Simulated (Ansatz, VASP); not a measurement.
# One calculation of TaRu, two programs

Contents of INCAR:

```
ALGO = Normal
EDIFF = 1E-8
ENCUT = 400
GGA_COMPAT = False
ISIF = 2
ISMEAR = -1
LASPH = True
LCHARG = False
LEFG = True
LREAL = False
LWAVE = False
NBANDS = 20
NELM = 120
PREC = Accurate
SIGMA = 0.03
```

The input KPOINTS:

```
k-points
0
Gamma
  13 13 13
```

POSCAR

```
TaRu
1.0
    3.1551300000      0.0000000000      0.0000000000
    0.0000000000      3.1551300000      0.0000000000
    0.0000000000      0.0000000000      3.1870000000
Ta Ru
1 1
Direct
    0.5000000000      0.5000000000      0.5000000000
    0.0000000000      0.0000000000      0.0000000000
```

Input for Ansatz:

```yaml
crystal:
  lattice:
    - [3.15513, 0.0, 0.0]
    - [0.0, 3.15513, 0.0]
    - [0.0, 0.0, 3.187]
  atoms:
    - { symbol: Ta, position: [0.5, 0.5, 0.5] }
    - { symbol: Ru, position: [0.0, 0.0, 0.0] }
kpoints:
  mp_grid: { grid: [13, 13, 13] }
scf:
  occupations: { method: fermi_dirac, width: 0.03 }
hamiltonian:
  xc: lda
  pseudopotentials: { kind: all_electron, datasets: crystal }
output:
  forces: true
  stress: true
  eigenvalues: true
  efg: { contact_densities: true }
```

Change from the starting cell: equal xx and yy strain of -1 %, crystal datasets.

Alike in both runs: task electric field gradients; functional LDA; k mesh 13 × 13 × 13; occupations fermi-dirac, width 0.03 eV; no spin polarisation.

|  | VASP | Ansatz |
| --- | --- | --- |
| version | VASP 6.6.1 | Ansatz 0.2.0 |
| potentials or method | VASP PAW LDA potentials, release 64 (Ta_pv, Ru_pv), cutoff 400 eV | all-electron PAW with datasets made for the crystal, scalar-relativistic |

```tsv
	VASP	Ansatz	Ansatz less VASP
pressure (GPa)	-11.3	-11.7	-0.35
traceless stress, the component that is largest in VASP (GPa)	1.69	1.75	+0.060
size of Vzz on the site where it differs most (V/Å²)	0.1	0.4	+0.26
```

LDA's correlation is that of Perdew and Zunger in VASP and of Perdew and Wang (1992) in Ansatz. Ansatz ran all-electron here, and VASP with PAW potentials.

Neither program's run includes spin-orbit coupling.
